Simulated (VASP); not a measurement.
MgS:

```
Mg S
1.0
     0.00000    2.83312    2.83312
     2.83312    0.00000    2.83312
     2.83312    2.83312    0.00000
Mg S
1 1
Cartesian
  0.0000 0.0000 0.0000
  4.2497 4.2497 4.2497
```

Base run:

```yaml
Program: VASP 6.6.1
Functional: PBEsol
Dispersion: D3(BJ)
Potentials_or_basis: VASP PAW PBE potentials, release 64 (Mg, S)
Cutoff: 520 eV
k_mesh: 8 × 8 × 8
Occupations: gaussian, width 0.01 eV
Spin: no spin polarisation
```

Its results: band gap on the k mesh 3.28 eV, direct; pressure -2.2 GPa.

**Question.** After a change of settings the same cell gave: band gap on the k mesh 3.17 eV, direct; pressure 1.1 GPa. Which change was it?
A. k mesh from 8 × 8 × 8 to 4 × 4 × 4
B. k mesh from 8 × 8 × 8 to 6 × 6 × 6; further incar settings from ALGO = Normal; EDIFF = 1e-06; NBANDS = 11 to ALGO = Normal; EDIFF = 1e-07; NBANDS = 11
C. k mesh from 8 × 8 × 8 to 2 × 2 × 2
D. k mesh from 8 × 8 × 8 to 10 × 10 × 10

**Answer.** C.

Caveats: some runs use coarse meshes; three body term missing; the PAW data sets were made with another functional, which shifts forces and pressure a little.
